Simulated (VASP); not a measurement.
A run of VASP 6.6.1 is set up as follows.

The input INCAR:

```
  ALGO = Normal
  EDIFF = 1E-6
  ENCUT = 520
  GGA = CA
  ISIF = 2
  ISMEAR = 0
  LASPH = T
  LCHARG = F
  LREAL = F
  LWAVE = F
  NBANDS = 15
  NELM = 60
  PREC = Accurate
  SIGMA = 0.05
```

The input KPOINTS:

```
k-points
0
Gamma
  6 6 6
```

File POSCAR:

```
RbBr
1.0
    0.0000000000      3.5646000000      3.4275000000
    3.5646000000      0.0000000000      3.4275000000
    3.5646000000      3.5646000000      0.0000000000
Rb Br
1 1
Direct
    0.0000000000      0.0000000000      0.0000000000
    0.5000000000      0.5000000000      0.5000000000
```

Potentials or basis: VASP PAW LDA potentials, release 64 (Rb_sv, Br).

Launch:

```console
$ cat potpaw_LDA.64/Rb_sv/POTCAR potpaw_LDA.64/Br/POTCAR > POTCAR
$ mpirun -np 1 vasp_std > vasp.out
```

Problem. Predict the pressure.

Solution. -1.9 GPa.

Problem. What does it give for the band gap on the k mesh?

Solution. 3.76 eV.

Stress tensor (GPa, compression positive):
```
-2.11  0.00  0.00
 0.00 -2.11  0.00
 0.00  0.00 -1.43
```

Caveat: the cell differs from its parent crystal (strain +0.040 along x and y, +0.000 along z).
